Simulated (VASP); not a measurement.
Input of a VASP 6.6.1 run:

File INCAR:

```
SYSTEM = Tl
PREC = Accurate ; ENCUT = 520
EDIFF = 1E-6 ; ISMEAR = 0
SIGMA = 1.0 ; LREAL = .FALSE.
LASPH = .TRUE. ; NELM = 100
ALGO = Normal ; ISIF = 2
LWAVE = .FALSE. ; LCHARG = .FALSE.
NBANDS = 20
```

KPOINTS

```
regular mesh
0
G
  11 11 6
  0 0 0
```

Contents of POSCAR:

```
Tl
1.0
    3.4014029632      0.0000000000      0.0000000000
   -1.7007014816      2.9457013746      0.0000000000
    0.0000000000      0.0000000000      5.4430041633
Tl
2
Direct
    0.3333333333      0.6666666667      0.2500000000
    0.6666666667      0.3333333333      0.7500000000
```

Potentials or basis: VASP PAW LDA potentials, release 64 (Tl_d).

The run is started by

```console
$ cat potpaw_LDA.64/Tl_d/POTCAR > POTCAR
$ mpirun -np 1 vasp_std > vasp.out
```

(1) Estimate the band gap on the k mesh.

(2) Estimate the pressure.

## Answers

(1) zero (bands 13 and 14 overlap by 5.97 eV).

(2) 0.7 GPa.

Caveat: so wide a smearing shifts energies and pressures; spin-orbit coupling is left out, which moves the levels of the heavy elements.
